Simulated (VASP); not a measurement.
# Sc4Ta (P-43m) in VASP: notebook, part 2 of 2

VASP 6.6.1. The steps go on from the part before.

## 3. Relaxation of cell and atoms, PBE

This run uses another cell than the first one, of 25.20 Å³/atom, 1.274 times its volume.

Contents of INCAR:

```
PREC = Accurate ; ENCUT = 600
EDIFF = 1E-6 ; ISMEAR = 0
SIGMA = 0.1 ; LREAL = F
LASPH = T ; NELM = 100
ALGO = Fast ; ISIF = 3
LWAVE = F ; LCHARG = F
GGA = PE ; IBRION = 2
NSW = 100 ; EDIFFG = -0.01
```

Contents of KPOINTS:

```
regular mesh
0
Gamma
  8 8 8
```

Contents of POSCAR:

```
Sc4Ta
1.0
    5.0130145497      0.0000000000      0.0000000000
    0.0000000000      5.0130145497      0.0000000000
    0.0000000000      0.0000000000      5.0130145497
Sc Ta
4 1
Direct
    0.2852945509      0.2852945509      0.2852945509
    0.7147054491      0.7147054491      0.2852945509
    0.2852945509      0.7147054491      0.7147054491
    0.7147054491      0.2852945509      0.7147054491
    0.0000000000      0.0000000000      0.0000000000
```

Potentials or basis: VASP PAW PBE potentials, release 64 (Sc_sv, Ta_pv).

The run is started by

```bash
$ cat potpaw_PBE.64/Sc_sv/POTCAR potpaw_PBE.64/Ta_pv/POTCAR > POTCAR
$ mpirun -np 1 vasp_std > vasp.out
```

OUTCAR:

```text
PREC = Accurate
   ENCUT = 600
   EDIFF = 1E-6
   ISMEAR = 0
   LREAL = F
   LASPH = T
   NELM = 100
   ISIF = 3
   GGA = PE
   IBRION = 2
   NSW = 100
   EDIFFG = -0.01

 ion  position               nearest neighbor table
   1  0.285  0.285  0.285-   5 2.48   3 3.04   4 3.04   2 3.04
   2  0.715  0.715  0.285-   5 2.48   3 3.04   4 3.04   1 3.04
   3  0.285  0.715  0.715-   5 2.48   2 3.04   4 3.04   1 3.04
   4  0.715  0.285  0.715-   5 2.48   2 3.04   3 3.04   1 3.04
   5  0.000  0.000  0.000-   1 2.48   2 2.48   3 2.48   4 2.48

  LATTYP: Found a simple cubic cell.
 ALAT       =     5.0130145497

  Lattice vectors:

 A1 = (   5.0130145497,   0.0000000000,   0.0000000000)
 A2 = (   0.0000000000,   5.0130145497,   0.0000000000)
 A3 = (   0.0000000000,   0.0000000000,   5.0130145497)

Analysis of symmetry for initial positions (statically):
=====================================================================
 Subroutine PRICEL returns:
 Original cell was already a primitive cell.

 Routine SETGRP: Setting up the symmetry group for a
 simple cubic supercell.

 Subroutine GETGRP returns: Found 24 space group operations
 (whereof 24 operations were pure point group operations)
 out of a pool of 48 trial point group operations.

The static configuration has the point symmetry T_d .

Analysis of symmetry for dynamics (positions and initial velocities):
=====================================================================
 Subroutine PRICEL returns:
 Original cell was already a primitive cell.

 Routine SETGRP: Setting up the symmetry group for a
 simple cubic supercell.

 Subroutine GETGRP returns: Found 24 space group operations
 (whereof 24 operations were pure point group operations)
 out of a pool of 48 trial point group operations.

The dynamic configuration has the point symmetry T_d .

 Subroutine INISYM returns: Found 24 space group operations
 (whereof 24 operations are pure point group operations),
 and found     1 'primitive' translations

----------------------------------------------------------------------------------------

                                     Primitive cell

  volume of cell :     125.9786

  direct lattice vectors                    reciprocal lattice vectors
     5.013014550  0.000000000  0.000000000     0.199480770  0.000000000  0.000000000
     0.000000000  5.013014550  0.000000000     0.000000000  0.199480770  0.000000000
     0.000000000  0.000000000  5.013014550     0.000000000  0.000000000  0.199480770

  length of vectors
     5.013014550  5.013014550  5.013014550     0.199480770  0.199480770  0.199480770

  position of ions in fractional coordinates (direct lattice)
     0.285294551  0.285294551  0.285294551
     0.714705449  0.714705449  0.285294551
     0.285294551  0.714705449  0.714705449
     0.714705449  0.285294551  0.714705449
     0.000000000  0.000000000  0.000000000

  ion indices of the primitive-cell ions
   primitive index   ion index
                 1           1
                 2           2
                 3           3
                 4           4
                 5           5

[... 25 lines left out ...]

 Following reciprocal coordinates:
            Coordinates               Weight
  0.000000  0.000000  0.000000      1.000000
  0.125000  0.000000  0.000000      6.000000
  0.250000  0.000000  0.000000      6.000000
  0.375000  0.000000  0.000000      6.000000
  0.500000  0.000000  0.000000      3.000000
  0.125000  0.125000  0.000000     12.000000
[... 16 lines left out ...]
  0.375000  0.375000  0.125000     24.000000
  0.500000  0.375000  0.125000     24.000000
 [... further k-points ...]
   k-points           NKPTS =     35   k-points in BZ     NKDIM =     35   number of bands    NBANDS=     33
   number of dos      NEDOS =    301   number of ions     NIONS =      5
   total plane-waves  NPLWV =  64000
   dimension x,y,z NGX =    40 NGY =   40 NGZ =   40
   dimension x,y,z NGXF=    80 NGYF=   80 NGZF=   80
   ions per type =               4   1
   NGX,Y,Z   is equivalent  to a cutoff of  13.27, 13.27, 13.27 a.u.
   NGXF,Y,Z  is equivalent  to a cutoff of  26.53, 26.53, 26.53 a.u.
 SYSTEM =  unknown system
   PREC   = accura    normal or accurate (medium, high low for compatibility)
   ISTART =      0    job   : 0-new  1-cont  2-samecut
   ICHARG =      2    charge: 1-file 2-atom 10-const
   ISPIN  =      1    spin polarized calculation?
   LNONCOLLINEAR =      F non collinear calculations
   LSORBIT =      F    spin-orbit coupling
   LASPH  =      T    aspherical Exc in radial PAW
   ENCUT  =  600.0 eV  44.10 Ry    6.64 a.u.  10.01 10.01 10.01*2*pi/ulx,y,z
   NELM   =    100;   NELMIN=  2; NELMDL= -5     # of ELM steps
   EDIFF  = 0.1E-05   stopping-criterion for ELM
   LREAL  =      F    real-space projection
   EDIFFG = -.1E-01   stopping-criterion for IOM
   NSW    =    100    number of steps for IOM
   IBRION =      2    ionic relax: 0-MD 1-quasi-New 2-CG
   NFREE  =      1    steps in history (QN), initial steepest desc. (CG)
   ISIF   =      3    stress and relaxation
   ISYM   =      2    0-nonsym 1-usesym 2-fastsym
   POTIM  = 0.5000    time-step for ionic-motion
   TEBEG  =    0.0;   TEEND  =   0.0 temperature during run
   PSTRESS=    0.0 pullay stress
   NELECT =      55.0000    total number of electrons
   NUPDOWN=      -1.0000    fix difference up-down
   EMIN   =  10.00;   EMAX   =-10.00  energy-range for DOS
   EFERMI =   0.00;   METHOD = LEGACY
   ISMEAR =     0;   SIGMA  =   0.10  broadening in eV -4-tet -1-fermi 0-gaus
   EFERMI_NEDOS =   21; number of points for ismear=-14 and -15
   IALGO  =     68    algorithm
   IMIX   =      4    mixing-type and parameters
     AMIX     =   0.40;   BMIX     =  1.00
     AMIX_MAG =   1.60;   BMIX_MAG =  1.00
  volume/ion in A,a.u.               =      25.20       170.03
  Fermi-wavevector in a.u.,A,eV,Ry     =   1.241929  2.346905 20.985457  1.542388
  Thomas-Fermi vector in A             =   2.376306
   LORBIT       =      0    0 simple, 1 ext, 2 COOP (PROOUT), +10 PAW based schemes
   GGA     = PE    functional components
   LHFCALC =     F    Hartree Fock is set to
   AEXX    =    0.0000 exact exchange contribution
   IVDW    =     0    specifies the selected vdW correction
   LEPSILON=     F    determine dielectric tensor
   LRPA    =     F    only Hartree local field effects (RPA)
 conjugate gradient relaxation of ions
 non-spin polarized calculation
 RMM-DIIS sequential band-by-band and
 Gauss-broadening in eV      SIGMA  =   0.10
  energy-cutoff  :      600.00
  volume of cell :      125.98
 maximum number of plane-waves:      4224
   NGX = 21   NGY = 21   NGZ = 21

--------------------------------------- Ionic step        1  -------------------------------------------

 number of electron      55.0000005 magnetization

 Free energy of the ion-electron system (eV)
  ---------------------------------------------------
  ext. energy  EPLUGINS =         0.00000000
  ---------------------------------------------------
  free energy    TOTEN  =       -32.13452879 eV

  energy without entropy =      -32.08556153  energy(sigma->0) =      -32.11004516

------------------------ aborting loop because EDIFF is reached ----------------------------------------

  FORCE on cell =-STRESS in cart. coord.  units (eV):
  Direction    XX          YY          ZZ          XY          YZ          ZX
  --------------------------------------------------------------------------------------
  -------------------------------------------------------------------------------------
  Total        0.1125413      0.1125413      0.1125413      0.0000000      0.0000000     -0.0000000
  in kB        1.4312831      1.4312831      1.4312831      0.0000000      0.0000000     -0.0000000
  external PRESSURE =       1.4312831 kB  Pullay stress =       0.0000000 kB
[... 104 lines left out ...]
--------------------------------------- Ionic step        4  -------------------------------------------

 number of electron      55.0000012 magnetization

 Free energy of the ion-electron system (eV)
  ---------------------------------------------------
  ext. energy  EPLUGINS =         0.00000000
  ---------------------------------------------------
  free energy    TOTEN  =       -32.13662648 eV

  energy without entropy =      -32.08761287  energy(sigma->0) =      -32.11211968

 E-fermi :   3.3668     XC(G=0):  -9.8724

 val. band max:        3.3590532447   @ k =   0.2500   0.2500   0.1250
 cond. band min:       3.3682725371   @ k =   0.5000   0.5000   0.2500
 fundamental gap:      0.0092192924
 Fermi energy:         3.3667550111

 k-point     1 :       0.0000    0.0000    0.0000
  band No.  band energies     occupation
      1     -46.0441      2.00000
      2     -45.9880      2.00000
      3     -45.9880      2.00000
      4     -45.9880      2.00000
      5     -30.5922      2.00000
      6     -30.5922      2.00000
[... 853 lines left out ...]
     32       4.3592      0.00000
     33       4.6066      0.00000

 [... further k-points ...]
[... 5 lines left out ...]
  --------------------------------------------------------------------------------------
  -------------------------------------------------------------------------------------
  Total       -0.0092505     -0.0092505     -0.0092505      0.0000000      0.0000000      0.0000000
  in kB       -0.1174607     -0.1174607     -0.1174607      0.0000000      0.0000000      0.0000000
  external PRESSURE =      -0.1174607 kB  Pullay stress =       0.0000000 kB
[... 20 lines left out ...]
  FREE ENERGIE OF THE ION-ELECTRON SYSTEM (eV)
  ---------------------------------------------------
  free  energy   TOTEN  =       -32.1366264828 eV

  energy  without entropy=      -32.0876128709  energy(sigma->0) =      -32.11211968

 reached required accuracy - stopping structural energy minimisation
```

Wall time 8.8 min (1 thread of Intel Xeon Platinum 8375C at 2.90GHz (Ice Lake), shared host); peak memory 0.36 GiB.

What came out:

- Free energy: -32.1366 eV
- Relaxed volume: 25.24 Å³/atom
- Relaxed cell: a = 5.016 Å, b = 5.016 Å, c = 5.016 Å, α = 90.00°, β = 90.00°, γ = 90.00°
- Space group after relaxing (to 0.05 Å): P-43m (No. 215)
- Energy gained by relaxing: 0.4 meV/atom
- Ionic steps: 4
- Pressure after relaxing: 0.0 GPa

Step by step:
| step | energy change (eV) | largest force (eV/Å) | pressure (GPa) | volume (Å³) |
| --- | --- | --- | --- | --- |
| 1 | 0.0000 | 0.1136 | 0.14 | 125.98 |
| 2 | -0.0018 | 0.0402 | -0.08 | 126.39 |
| 3 | -0.0019 | 0.0176 | -0.13 | 126.52 |
| 4 | -0.0021 | 0.0011 | -0.01 | 126.18 |

Final structure:
```xyz
5
Lattice="5.0157 0.0000 0.0000 0.0000 5.0157 0.0000 0.0000 0.0000 5.0157" Properties=species:S:1:pos:R:3 pbc="T T T"
Sc    1.4360    1.4360    1.4360
Sc    3.5797    3.5797    1.4360
Sc    1.4360    3.5797    3.5797
Sc    3.5797    1.4360    3.5797
Ta    0.0000    5.0157    5.0157
```

Caveat: spin-orbit coupling is left out, which moves the levels of the heavy elements.
